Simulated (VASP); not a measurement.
# SiC (wurtzite type) (P6_3mc) in VASP: notebook

SiC (wurtzite type) is run at these levels: PBE; tasks: relaxation of cell and atoms, single point.

Everything below comes from runs of VASP 6.6.1. Logs are shortened: lines on timing, memory, paths and dates and some standing lists are left out, and cuts for length are marked.

## (1) The cell of the first run

The structure is hexagonal, space group P6_3mc (No. 186). The conventional cell has a = 2.626 Å, b = 2.626 Å, c = 4.281 Å, α = 90.00°, β = 90.00°, γ = 120.00°. Within 2.1 Å of Si (site symmetry 3m) lie 4 C at 1.61 Å. Within 2.1 Å of C (site symmetry 3m) lie 4 Si at 1.61 Å.

## (2) Relaxation of cell and atoms, PBE, target pressure 190 GPa, at which the enthalpy is minimised

The input, INCAR:

```
SYSTEM = SiC
PREC = Accurate
ENCUT = 600
EDIFF = 1E-6
ISMEAR = -1
SIGMA = 0.05
LREAL = .False.
LASPH = .True.
NELM = 60
ALGO = Normal
ISIF = 3
LWAVE = .False.
LCHARG = .False.
GGA = PE
IBRION = 2
NSW = 60
EDIFFG = -0.005
PSTRESS = 1900.0
```

The input, KPOINTS:

```
Automatic mesh
0
Gamma
  13 13 7
  0 0 0
```

The input, POSCAR:

```
SiC
1.0
    2.6261180380      0.0000000000      0.0000000000
   -1.3130590190      2.2742849343      0.0000000000
    0.0000000000      0.0000000000      4.2805724020
Si C
2 2
Direct
    0.3333333333      0.6666666667      0.0000000000
    0.6666666667      0.3333333333      0.5000000000
    0.3333333333      0.6666666667      0.3760000000
    0.6666666667      0.3333333333      0.8760000000
```

Potentials or basis: VASP PAW PBE potentials, release 64 (Si, C).

On the command line:

```
$ cat potpaw_PBE.64/Si/POTCAR potpaw_PBE.64/C/POTCAR > POTCAR
$ mpirun -np 1 vasp_std > vasp.out
```

OUTCAR:

```text
SYSTEM = SiC
   PREC = Accurate
   ENCUT = 600
   EDIFF = 1E-6
   ISMEAR = -1
   LREAL = .False.
   LASPH = .True.
   NELM = 60
   ISIF = 3
   GGA = PE
   IBRION = 2
   NSW = 60
   EDIFFG = -0.005
   PSTRESS = 1900.0

 ion  position               nearest neighbor table
   1  0.333  0.667  0.000-   4 1.61   4 1.61   4 1.61   3 1.61   2 2.62   2 2.62   2 2.62   2 2.62
                             2 2.62   2 2.62
   2  0.667  0.333  0.500-   3 1.61   3 1.61   3 1.61   4 1.61   1 2.62   1 2.62   1 2.62   1 2.62
                             1 2.62   1 2.62
   3  0.333  0.667  0.376-   2 1.61   2 1.61   2 1.61   1 1.61
   4  0.667  0.333  0.876-   1 1.61   1 1.61   1 1.61   2 1.61

  LATTYP: Found a hexagonal cell.
 ALAT       =     2.6261180380
 C/A-ratio  =     1.6300000000

  Lattice vectors:

 A1 = (   2.6261180380,   0.0000000000,   0.0000000000)
 A2 = (  -1.3130590190,   2.2742849343,   0.0000000000)
 A3 = (   0.0000000000,   0.0000000000,   4.2805724020)

Analysis of symmetry for initial positions (statically):
=====================================================================
 Subroutine PRICEL returns:
 Original cell was already a primitive cell.

 Routine SETGRP: Setting up the symmetry group for a
 hexagonal supercell.

 Subroutine GETGRP returns: Found 12 space group operations
 (whereof  6 operations were pure point group operations)
 out of a pool of 24 trial point group operations.

The static configuration has the point symmetry C_3v.
 The point group associated with its full space group is C_6v.

Analysis of symmetry for dynamics (positions and initial velocities):
=====================================================================
 Subroutine PRICEL returns:
 Original cell was already a primitive cell.

 Routine SETGRP: Setting up the symmetry group for a
 hexagonal supercell.

 Subroutine GETGRP returns: Found 12 space group operations
 (whereof  6 operations were pure point group operations)
 out of a pool of 24 trial point group operations.

The dynamic configuration has the point symmetry C_3v.
 The point group associated with its full space group is C_6v.

 Subroutine INISYM returns: Found 12 space group operations
 (whereof  6 operations are pure point group operations),
 and found     1 'primitive' translations

----------------------------------------------------------------------------------------

                                     Primitive cell

  volume of cell :      25.5659

  direct lattice vectors                    reciprocal lattice vectors
     2.626118038  0.000000000  0.000000000     0.380790195  0.219849322  0.000000000
    -1.313059019  2.274284934  0.000000000     0.000000000  0.439698643  0.000000000
     0.000000000  0.000000000  4.280572402     0.000000000  0.000000000  0.233613617

  length of vectors
     2.626118038  2.626118038  4.280572402     0.439698643  0.439698643  0.233613617

  position of ions in fractional coordinates (direct lattice)
     0.333333333  0.666666667  0.000000000
     0.666666667  0.333333333  0.500000000
     0.333333333  0.666666667  0.376000000
     0.666666667  0.333333333  0.876000000

  ion indices of the primitive-cell ions
   primitive index   ion index
                 1           1
                 2           2
                 3           3
                 4           4

----------------------------------------------------------------------------------------

 KPOINTS: Automatic mesh

Automatic generation of k-mesh.
 Grid dimensions read from file:
 generate k-points for:   13   13    7

 Generating k-lattice:

  Cartesian coordinates                     Fractional coordinates (reciprocal lattice)
     0.029291553  0.016911486  0.000000000     0.076923077  0.000000000  0.000000000
     0.000000000  0.033822973  0.000000000     0.000000000  0.076923077  0.000000000
     0.000000000  0.000000000  0.033373374     0.000000000  0.000000000  0.142857143

  Length of vectors
     0.033822973  0.033822973  0.033373374

  Shift w.r.t. Gamma in fractional coordinates (k-lattice)
     0.000000000  0.000000000  0.000000000

 Subroutine IBZKPT returns following result:
 ===========================================

 Found     84 irreducible k-points:

 Following reciprocal coordinates:
            Coordinates               Weight
  0.000000  0.000000  0.000000      1.000000
  0.076923 -0.000000  0.000000      6.000000
  0.153846 -0.000000  0.000000      6.000000
  0.230769 -0.000000  0.000000      6.000000
  0.307692 -0.000000  0.000000      6.000000
  0.384615 -0.000000  0.000000      6.000000
[... 16 lines left out ...]
  0.076923 -0.000000  0.142857     12.000000
  0.153846 -0.000000  0.142857     12.000000
 [... further k-points ...]
   k-points           NKPTS =     84   k-points in BZ     NKDIM =     84   number of bands    NBANDS=     12
   number of dos      NEDOS =    301   number of ions     NIONS =      4
   total plane-waves  NPLWV =  20736
   dimension x,y,z NGX =    24 NGY =   24 NGZ =   36
   dimension x,y,z NGXF=    48 NGYF=   48 NGZF=   72
   ions per type =               2   2
   NGX,Y,Z   is equivalent  to a cutoff of  15.19, 15.19, 13.98 a.u.
   NGXF,Y,Z  is equivalent  to a cutoff of  30.39, 30.39, 27.96 a.u.
 SYSTEM =  SiC
   PREC   = accura    normal or accurate (medium, high low for compatibility)
   ISTART =      0    job   : 0-new  1-cont  2-samecut
   ICHARG =      2    charge: 1-file 2-atom 10-const
   ISPIN  =      1    spin polarized calculation?
   LNONCOLLINEAR =      F non collinear calculations
   LSORBIT =      F    spin-orbit coupling
   LASPH  =      T    aspherical Exc in radial PAW
   ENCUT  =  600.0 eV  44.10 Ry    6.64 a.u.   5.25  5.25  8.55*2*pi/ulx,y,z
   NELM   =     60;   NELMIN=  2; NELMDL= -5     # of ELM steps
   EDIFF  = 0.1E-05   stopping-criterion for ELM
   LREAL  =      F    real-space projection
   EDIFFG = -.5E-02   stopping-criterion for IOM
   NSW    =     60    number of steps for IOM
   IBRION =      2    ionic relax: 0-MD 1-quasi-New 2-CG
   NFREE  =      1    steps in history (QN), initial steepest desc. (CG)
   ISIF   =      3    stress and relaxation
   ISYM   =      2    0-nonsym 1-usesym 2-fastsym
   POTIM  = 0.5000    time-step for ionic-motion
   TEBEG  =    0.0;   TEEND  =   0.0 temperature during run
   PSTRESS= 1900.0 pullay stress
   NELECT =      16.0000    total number of electrons
   NUPDOWN=      -1.0000    fix difference up-down
   EMIN   =  10.00;   EMAX   =-10.00  energy-range for DOS
   EFERMI =   0.00;   METHOD = LEGACY
   ISMEAR =    -1;   SIGMA  =   0.05  broadening in eV -4-tet -1-fermi 0-gaus
   EFERMI_NEDOS =   21; number of points for ismear=-14 and -15
   IALGO  =     38    algorithm
   IMIX   =      4    mixing-type and parameters
     AMIX     =   0.40;   BMIX     =  1.00
     AMIX_MAG =   1.60;   BMIX_MAG =  1.00
  volume/ion in A,a.u.               =       6.39        43.13
  Fermi-wavevector in a.u.,A,eV,Ry     =   1.400322  2.646224 26.679678  1.960901
  Thomas-Fermi vector in A             =   2.523294
   LORBIT       =      0    0 simple, 1 ext, 2 COOP (PROOUT), +10 PAW based schemes
   GGA     = PE    functional components
   LHFCALC =     F    Hartree Fock is set to
   AEXX    =    0.0000 exact exchange contribution
   IVDW    =     0    specifies the selected vdW correction
   LEPSILON=     F    determine dielectric tensor
   LRPA    =     F    only Hartree local field effects (RPA)
 conjugate gradient relaxation of ions
 non-spin polarized calculation
  energy-cutoff  :      600.00
  volume of cell :       25.57
 maximum number of plane-waves:       870
 NGX is ok and might be reduce to    24
   NGX = 11   NGY = 11   NGZ = 17

--------------------------------------- Ionic step        1  -------------------------------------------

 number of electron      15.9999998 magnetization

 Free energy of the ion-electron system (eV)
  ---------------------------------------------------
  ext. energy  EPLUGINS =         0.00000000
  ---------------------------------------------------
  free energy    TOTEN  =       -20.81360542 eV

  energy without entropy =      -20.81360541  energy(sigma->0) =      -20.81360542

------------------------ aborting loop because EDIFF is reached ----------------------------------------

  FORCE on cell =-STRESS in cart. coord.  units (eV):
  Direction    XX          YY          ZZ          XY          YZ          ZX
  --------------------------------------------------------------------------------------
  -------------------------------------------------------------------------------------
  Total       42.6748253     42.6748253     42.7479494      0.0000000      0.0000000      0.0000000
  in kB     2674.3692498   2674.3692499   2678.9518317      0.0000000      0.0000000      0.0000000
  external PRESSURE =     775.8967772 kB  Pullay stress =    1900.0000000 kB
[... 103 lines left out ...]
  energy  without entropy=      -24.4793037223  energy(sigma->0) =      -24.47930372

  enthalpy is  TOTEN    =         8.9957400161 eV   P V=       33.4750437394

[... ionic steps 4 to 10 ...]

--------------------------------------- Ionic step       11  -------------------------------------------

 number of electron      16.0000001 magnetization

------------------------ aborting loop because EDIFF is reached ----------------------------------------
[... 75 lines left out ...]
--------------------------------------- Ionic step       13  -------------------------------------------

 number of electron      16.0000001 magnetization

 Free energy of the ion-electron system (eV)
  ---------------------------------------------------
  ext. energy  EPLUGINS =         0.00000000
  ---------------------------------------------------
  free energy    TOTEN  =       -24.03185213 eV

  energy without entropy =      -24.03185213  energy(sigma->0) =      -24.03185213

 E-fermi :  14.2524     XC(G=0): -13.1654

 val. band max:       13.4501348684   @ k =   0.0000   0.0000   0.0000
 cond. band min:      15.0716734573   @ k =   0.3077   0.3077   0.0000
 fundamental gap:      1.6215385889
 Fermi energy:        14.2523586327

 k-point     1 :       0.0000    0.0000    0.0000
  band No.  band energies     occupation
      1      -5.6464      2.00000
      2      -0.2377      2.00000
      3       2.1890      2.00000
      4      11.8700      2.00000
      5      11.8700      2.00000
      6      13.3435      2.00000
      7      13.3435      2.00000
      8      13.4501      2.00000
      9      21.8059      0.00000
     10      22.7018      0.00000
     11      22.7018      0.00000
     12      24.0313      0.00000
[... 331 lines left out ...]
 k-point    24 :       0.1538   -0.0000    0.1429
  band No.  band energies     occupation
      1      -4.9639      2.00000
      2      -0.5925      2.00000
      3       3.7208      2.00000
      4       9.6633      2.00000
      5      11.1153      2.00000
      6      11.6981      2.00000
      7      12.8265      2.00000
      8      13.0497      2.00000
      9      20.3090      0.00000
     10      22.2584      0.00000
     11      23.5933      0.00000
     12      23.8420      0.00000

 [... further k-points ...]

------------------------ aborting loop because EDIFF is reached ----------------------------------------

  FORCE on cell =-STRESS in cart. coord.  units (eV):
  Direction    XX          YY          ZZ          XY          YZ          ZX
  --------------------------------------------------------------------------------------
  -------------------------------------------------------------------------------------
  Total       33.0161956     33.0161956     33.0164989      0.0000000      0.0000000      0.0000000
  in kB     1900.1844393   1900.1844397   1900.2018972      0.0000000      0.0000000      0.0000000
  external PRESSURE =       0.1902587 kB  Pullay stress =    1900.0000000 kB
[... 23 lines left out ...]
  energy  without entropy=      -24.0318521308  energy(sigma->0) =      -24.03185213

  enthalpy is  TOTEN    =         8.9811387794 eV   P V=       33.0129909115

 reached required accuracy - stopping structural energy minimisation
```

Run time: 66 s. Hardware: 1 thread of Intel Xeon 6975P-C (Granite Rapids), shared host; peak memory 0.17 GiB.

Results:

```yaml
Free_energy: -24.0319 eV
Relaxed_volume: 6.96 Å³/atom
Relaxed_cell: a = 2.705 Å, b = 2.705 Å, c = 4.393 Å, α = 90.00°, β = 90.00°, γ = 120.00°
Space_group_after_relaxing_to_0.05_Å: P6_3mc (No. 186)
Energy_change_on_relaxing_the_enthalpy_is_what_falls: -804.6 meV/atom
Ionic_steps: 13
Pressure_after_relaxing: 190.0 GPa
Band_gap_on_the_k_mesh: 1.62 eV, indirect (least direct gap 4.76 eV)
```

The path:
| step | energy change (eV) | largest force (eV/Å) | pressure (GPa) | volume (Å³) |
| --- | --- | --- | --- | --- |
| 1 | 0.0000 | 0.2971 | 267.59 | 25.57 |
| 2 | -9.0853 | 0.5889 | 19.53 | 38.81 |
| 3 | -3.6657 | 0.1880 | 179.11 | 28.23 |
| 4 | -3.2399 | 0.1511 | 189.56 | 27.86 |
| 5 | -3.1840 | 0.1462 | 190.92 | 27.81 |
| 6 | -3.2139 | 0.7979 | 189.89 | 27.85 |
| 7 | -3.1935 | 0.0298 | 190.68 | 27.82 |
| 8 | -3.2936 | 0.0003 | 188.21 | 27.90 |
| 9 | -3.2310 | 0.0186 | 189.75 | 27.85 |
| 10 | -3.2227 | 0.0020 | 189.93 | 27.84 |
| 11 | -3.2166 | 0.0096 | 190.06 | 27.84 |
| 12 | -3.2233 | 0.0330 | 189.89 | 27.84 |
| 13 | -3.2182 | 0.0005 | 190.02 | 27.84 |

Final structure:
```
Si C
1.0
     2.70516    0.00000    0.00000
    -1.35258    2.34274    0.00000
     0.00000    0.00000    4.39263
Si C
2 2
Cartesian
  0.0000 1.5618 4.3878
  1.3526 0.7809 2.1915
  0.0000 1.5618 1.6564
  1.3526 0.7809 3.8527
```

Levels at points of the mesh, in eV from the valence-band top:
| k point | band 5 | band 6 | band 7 | band 8 | band 9 | band 10 | band 11 | band 12 |
| --- | --- | --- | --- | --- | --- | --- | --- | --- |
| (0.00, 0.00, 0.00) | -1.58 | -0.11 | -0.11 | 0.00 | 8.36 | 9.25 | 9.25 | 10.58 |

Caveat: the cell is relaxed towards a set pressure, so the enthalpy falls and the energy may rise. A k mesh can miss the band edges.

(Part 1 of 2 ends here.)
